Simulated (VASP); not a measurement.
# Zn (Fm-3m) in VASP: notebook

Runs on Zn. Level: PBEsol. Tasks: single point.

All numbers are computed with VASP 6.6.1; they aren't measurements. Logs are shortened: lines on timing, memory, paths and dates and some standing lists are left out, and cuts for length are marked.

## (1) The cell of the first run

Symmetry: Fm-3m, No. 225, cubic system. The conventional cell has a = 3.930 Å, b = 3.930 Å, c = 3.930 Å, α = 90.00°, β = 90.00°, γ = 90.00°. Within 3.7 Å of Zn (site symmetry m-3m) lie 12 Zn at 2.78 Å.

## (2) Single point, PBEsol

Contents of INCAR:

```
SYSTEM = Zn
ALGO = Normal
EDIFF = 1E-7
ENCUT = 520
GGA = PS
ISIF = 2
ISMEAR = -1
LASPH = .TRUE.
LCHARG = .FALSE.
LREAL = .FALSE.
LWAVE = .FALSE.
NBANDS = 12
NELM = 100
PREC = Accurate
SIGMA = 0.1
```

Contents of KPOINTS:

```
k-points
0
G
  13 13 13
  0 0 0
```

Contents of POSCAR:

```
Zn
1.0
    0.0000000000      1.9647760000      1.9647760000
    1.9647760000      0.0000000000      1.9647760000
    1.9647760000      1.9647760000      0.0000000000
Zn
1
Direct
    0.0000000000      0.0000000000      0.0000000000
```

Potentials or basis: VASP PAW PBE potentials, release 64 (Zn).

The run is started by

```bash
> cat potpaw_PBE.64/Zn/POTCAR > POTCAR
> mpirun -np 1 vasp_std > vasp.out
```

OUTCAR:

```text
SYSTEM = Zn
   EDIFF = 1E-7
   ENCUT = 520
   GGA = PS
   ISIF = 2
   ISMEAR = -1
   LASPH = .TRUE.
   LREAL = .FALSE.
   NELM = 100
   PREC = Accurate

 ion  position               nearest neighbor table
   1  0.000  0.000  0.000-

  LATTYP: Found a face centered cubic cell.
 ALAT       =     3.9295520000

  Lattice vectors:

 A1 = (   0.0000000000,   1.9647760000,   1.9647760000)
 A2 = (   1.9647760000,   0.0000000000,   1.9647760000)
 A3 = (   1.9647760000,   1.9647760000,   0.0000000000)

Analysis of symmetry for initial positions (statically):
=====================================================================
 Subroutine PRICEL returns:
 Original cell was already a primitive cell.

 Routine SETGRP: Setting up the symmetry group for a
 face centered cubic supercell.

 Subroutine GETGRP returns: Found 48 space group operations
 (whereof 48 operations were pure point group operations)
 out of a pool of 48 trial point group operations.

The static configuration has the point symmetry O_h .

Analysis of symmetry for dynamics (positions and initial velocities):
=====================================================================
 Subroutine PRICEL returns:
 Original cell was already a primitive cell.

 Routine SETGRP: Setting up the symmetry group for a
 face centered cubic supercell.

 Subroutine GETGRP returns: Found 48 space group operations
 (whereof 48 operations were pure point group operations)
 out of a pool of 48 trial point group operations.

The dynamic configuration has the point symmetry O_h .

 Subroutine INISYM returns: Found 48 space group operations
 (whereof 48 operations are pure point group operations),
 and found     1 'primitive' translations

----------------------------------------------------------------------------------------

                                     Primitive cell

  volume of cell :      15.1694

  direct lattice vectors                    reciprocal lattice vectors
     0.000000000  1.964776000  1.964776000    -0.254481936  0.254481936  0.254481936
     1.964776000  0.000000000  1.964776000     0.254481936 -0.254481936  0.254481936
     1.964776000  1.964776000  0.000000000     0.254481936  0.254481936 -0.254481936

  length of vectors
     2.778612866  2.778612866  2.778612866     0.440775643  0.440775643  0.440775643

  position of ions in fractional coordinates (direct lattice)
     0.000000000  0.000000000  0.000000000

  ion indices of the primitive-cell ions
   primitive index   ion index
[... 75 lines left out ...]
   EDIFFG = 0.1E-05   stopping-criterion for IOM
   NSW    =      0    number of steps for IOM
   IBRION =     -1    ionic relax: 0-MD 1-quasi-New 2-CG
   NFREE  =      0    steps in history (QN), initial steepest desc. (CG)
   ISIF   =      2    stress and relaxation
   ISYM   =      2    0-nonsym 1-usesym 2-fastsym
   POTIM  = 0.5000    time-step for ionic-motion
   TEBEG  =    0.0;   TEEND  =   0.0 temperature during run
   PSTRESS=    0.0 pullay stress
   NELECT =      12.0000    total number of electrons
   NUPDOWN=      -1.0000    fix difference up-down
   EMIN   =  10.00;   EMAX   =-10.00  energy-range for DOS
   EFERMI =   0.00;   METHOD = LEGACY
   ISMEAR =    -1;   SIGMA  =   0.10  broadening in eV -4-tet -1-fermi 0-gaus
   EFERMI_NEDOS =   21; number of points for ismear=-14 and -15
   IALGO  =     38    algorithm
   IMIX   =      4    mixing-type and parameters
     AMIX     =   0.40;   BMIX     =  1.00
     AMIX_MAG =   1.60;   BMIX_MAG =  1.00
  volume/ion in A,a.u.               =      15.17       102.37
  Fermi-wavevector in a.u.,A,eV,Ry     =   1.514069  2.861175 31.190044  2.292404
  Thomas-Fermi vector in A             =   2.623775
   LORBIT       =      0    0 simple, 1 ext, 2 COOP (PROOUT), +10 PAW based schemes
   GGA     = PS    functional components
   LHFCALC =     F    Hartree Fock is set to
   AEXX    =    0.0000 exact exchange contribution
   IVDW    =     0    specifies the selected vdW correction
   LEPSILON=     F    determine dielectric tensor
   LRPA    =     F    only Hartree local field effects (RPA)
 non-spin polarized calculation
  energy-cutoff  :      520.00
  volume of cell :       15.17
 maximum number of plane-waves:       423
 NGX is ok and might be reduce to    24
   NGX = 11   NGY = 11   NGZ = 11

 number of electron      12.0000008 magnetization

 Free energy of the ion-electron system (eV)
  ---------------------------------------------------
  ext. energy  EPLUGINS =         0.00000000
  ---------------------------------------------------
  free energy    TOTEN  =        -1.55001093 eV

  energy without entropy =       -1.54066676  energy(sigma->0) =       -1.54533885

 E-fermi :   2.8983     XC(G=0): -11.7247

 val. band max:        2.7689647626   @ k =  -0.3846   0.4615   0.0769
 cond. band min:       2.9197374233   @ k =  -0.3846   0.3077   0.0000
 fundamental gap:      0.1507726607
 Fermi energy:         2.8983296489

 k-point     1 :       0.0000    0.0000    0.0000
  band No.  band energies     occupation
      1      -7.4583      2.00000
      2      -4.6757      2.00000
      3      -4.6757      2.00000
      4      -4.6757      2.00000
      5      -4.2927      2.00000
      6      -4.2927      2.00000
      7      21.1526      0.00000
      8      21.1526      0.00000
      9      21.1526      0.00000
     10      21.8260      0.00000
     11      23.9356      0.00000
     12      23.9357      0.00000
[... 331 lines left out ...]
 k-point    24 :       0.4615    0.1538    0.0000
  band No.  band energies     occupation
      1      -5.2235      2.00000
      2      -4.7388      2.00000
      3      -4.5277      2.00000
      4      -4.4050      2.00000
      5      -4.0003      2.00000
      6      -1.0984      2.00000
      7       4.4296      0.00000
      8      14.1899      0.00000
      9      15.2131      0.00000
     10      17.7870      0.00000
     11      26.1757      0.00000
     12      26.8101      0.00000

 [... further k-points ...]
[... 5 lines left out ...]
  --------------------------------------------------------------------------------------
  -------------------------------------------------------------------------------------
  Total       -0.4558573     -0.4558573     -0.4558573      0.0000000      0.0000000     -0.0000000
  in kB      -48.1471223    -48.1471223    -48.1471223      0.0000000      0.0000000     -0.0000000
  external PRESSURE =     -48.1471223 kB  Pullay stress =       0.0000000 kB

 VOLUME and BASIS-vectors are now :
 -----------------------------------------------------------------------------
  energy-cutoff  :      520.00
  volume of cell :       15.17
      direct lattice vectors                 reciprocal lattice vectors
     0.000000000  1.964776000  1.964776000    -0.254481936  0.254481936  0.254481936
     1.964776000  0.000000000  1.964776000     0.254481936 -0.254481936  0.254481936
     1.964776000  1.964776000  0.000000000     0.254481936  0.254481936 -0.254481936

 POSITION                                       TOTAL-FORCE (eV/Angst)
 -----------------------------------------------------------------------------------
      0.00000      0.00000      0.00000        -0.000000     -0.000000     -0.000000
 -----------------------------------------------------------------------------------
    total drift:                               -0.000000     -0.000000     -0.000000

  FREE ENERGIE OF THE ION-ELECTRON SYSTEM (eV)
  ---------------------------------------------------
  free  energy   TOTEN  =        -1.5500109317 eV

  energy  without entropy=       -1.5406667589  energy(sigma->0) =       -1.54533885
```

It took 14 s on 1 thread of AMD EPYC 7R13 (Zen 3), shared host; peak memory 0.11 GiB.

What came out:

```
Free energy            : -1.5500 eV
Pressure               : -4.8 GPa
Band gap on the k mesh : zero (band 6 reaches 4.01 eV, above the bottom of band 7 at 1.73 eV)
```

Levels at points of the mesh, in eV from the Fermi level:
```csv
k point,band 4,band 5,band 6,band 7,band 8,band 9
"(0.00, 0.00, 0.00)",-7.57,-7.19,-7.19,18.25,18.25,18.25
```

Caveat: the PAW data sets were made with another functional, which shifts forces and pressure a little.

## (3) Single point, PBEsol

This run uses another cell than the first one, of 15.47 Å³/atom, 1.020 times its volume.

Contents of INCAR:

```
SYSTEM = Zn
PREC     = Accurate       ! precision mode
ENCUT    = 520            ! plane-wave cutoff, eV
EDIFF    = 1E-6           ! SCF threshold, eV
ISMEAR   = -1             ! smearing method
SIGMA    = 0.1            ! smearing width, eV
LREAL    = .False.        ! projectors in reciprocal space
LASPH    = .True.         ! aspherical terms in the spheres
NELM     = 100            ! most SCF steps
ALGO     = Normal         ! electronic algorithm
ISIF     = 2              ! what is computed and relaxed
LWAVE    = .False.        ! write WAVECAR
LCHARG   = .False.        ! write CHGCAR
GGA      = PS             ! functional
NBANDS   = 12             ! bands
```

Contents of KPOINTS:

```
Automatic mesh
0
Gamma
  13 13 13
  0 0 0
```

Contents of POSCAR:

```
Zn
1.0
    0.0000000000      1.9777881408      1.9777881408
    1.9777881408      0.0000000000      1.9777881408
    1.9777881408      1.9777881408      0.0000000000
Zn
1
Direct
    0.0000000000      0.0000000000      0.0000000000
```

Potentials or basis: VASP PAW PBE potentials, release 64 (Zn).

The run is started by

```bash
> cat potpaw_PBE.64/Zn/POTCAR > POTCAR
> mpirun -np 1 vasp_std > vasp.out
```

Wall time 12 s (1 thread of AMD EPYC 7R13 (Zen 3), shared host); peak memory 0.11 GiB.

The run converged. Its results:

| Property | Result |
| --- | --- |
| Free energy | -1.5398 eV |
| Pressure | -5.9 GPa |
| Band gap on the k mesh | zero (band 6 reaches 3.88 eV, above the bottom of band 7 at 1.57 eV) |

Levels at points of the mesh, in eV from the Fermi level:
```csv
k point,band 4,band 5,band 6,band 7,band 8,band 9
"(0.00, 0.00, 0.00)",-7.52,-7.16,-7.16,17.98,17.98,17.98
```

Caveat: the PAW data sets were made with another functional, which shifts forces and pressure a little.

## (4) Single point, PBEsol

This run uses another cell than the first one, of 15.78 Å³/atom, 1.040 times its volume.

Contents of INCAR:

```
ALGO = Normal
EDIFF = 1E-7
ENCUT = 520
GGA = PS
ISIF = 2
ISMEAR = -1
LASPH = True
LCHARG = True
LELF = True
LREAL = False
LVHAR = True
LWAVE = False
NBANDS = 12
NELM = 80
PREC = Accurate
SIGMA = 0.1
```

Contents of KPOINTS:

```
k-points
0
Gamma
  13 13 13
```

Contents of POSCAR:

```
Zn
1.0
    0.0000000000      1.9906312808      1.9906312808
    1.9906312808      0.0000000000      1.9906312808
    1.9906312808      1.9906312808      0.0000000000
Zn
1
Direct
    0.0000000000      0.0000000000      0.0000000000
```

The run is started by

```bash
> cat potpaw_PBE.64/Zn/POTCAR > POTCAR
> mpirun -np 1 vasp_std > vasp.out
```

Run time: 14 s. Hardware: 1 thread of AMD EPYC 7R13 (Zen 3), shared host; peak memory 0.11 GiB.

The run converged. Its results:

| Quantity | Value |
| --- | --- |
| Free energy | -1.5276 eV |
| Pressure | -6.9 GPa |
| Band gap on the k mesh | zero (band 6 reaches 3.75 eV, above the bottom of band 7 at 1.41 eV) |

Levels at points of the mesh, in eV from the Fermi level:
| k point | band 4 | band 5 | band 6 | band 7 | band 8 | band 9 |
| --- | --- | --- | --- | --- | --- | --- |
| (0.00, 0.00, 0.00) | -7.48 | -7.12 | -7.12 | 17.71 | 17.71 | 17.71 |

Caveat: the PAW data sets were made with another functional, which shifts forces and pressure a little.

## (5) Single point, PBEsol

This run uses another cell than the first one, of 16.08 Å³/atom, 1.060 times its volume.

Contents of INCAR:

```
ALGO = Normal
EDIFF = 1E-6
ENCUT = 520
GGA = PS
ISIF = 2
ISMEAR = -1
LASPH = T
LCHARG = F
LREAL = F
LWAVE = F
NBANDS = 12
NELM = 100
PREC = Accurate
SIGMA = 0.1
```

KPOINTS is that of step 4.

Contents of POSCAR:

```
Zn
1.0
    0.0000000000      2.0033108028      2.0033108028
    2.0033108028      0.0000000000      2.0033108028
    2.0033108028      2.0033108028      0.0000000000
Zn
1
Direct
    0.0000000000      0.0000000000      0.0000000000
```

The run is started by

```bash
> cat potpaw_PBE.64/Zn/POTCAR > POTCAR
> mpirun -np 1 vasp_std > vasp.out
```

Wall time 14 s (1 thread of AMD EPYC 7R13 (Zen 3), shared host); peak memory 0.11 GiB.

Results (log left out):

| Item | Value |
| --- | --- |
| Free energy | -1.5136 eV |
| Pressure | -7.7 GPa |
| Band gap on the k mesh | zero (band 6 reaches 3.63 eV, above the bottom of band 7 at 1.26 eV) |

Levels at points of the mesh, in eV from the Fermi level:
| k point | band 3 | band 4 | band 5 | band 6 | band 7 | band 8 | band 9 | band 10 |
| --- | --- | --- | --- | --- | --- | --- | --- | --- |
| (0.00, 0.00, 0.00) | -7.43 | -7.43 | -7.09 | -7.09 | 17.45 | 17.45 | 17.45 | 18.48 |

Caveat: the PAW data sets were made with another functional, which shifts forces and pressure a little.

## (6) Summary

```csv
cell,gap on the mesh (eV),pressure (GPa)
"a = 2.779 Å, angles 60.0°, 1 atom",none,-4.8
"a = 2.797 Å, angles 60.0°, 1 atom",none,-5.9
"a = 2.815 Å, angles 60.0°, 1 atom",none,-6.9
"a = 2.833 Å, angles 60.0°, 1 atom",none,-7.7
```

Alike in all rows: task single point; level PBEsol; potentials or basis VASP PAW PBE potentials, release 64 (Zn); no spin polarisation; k mesh 13 × 13 × 13; cutoff (eV) 520; smearing fermi-dirac 0.1 eV.

Caveats: the PAW data sets were made with another functional, which shifts forces and pressure a little.

Absolute energies hang on the potentials; compare differences alone.
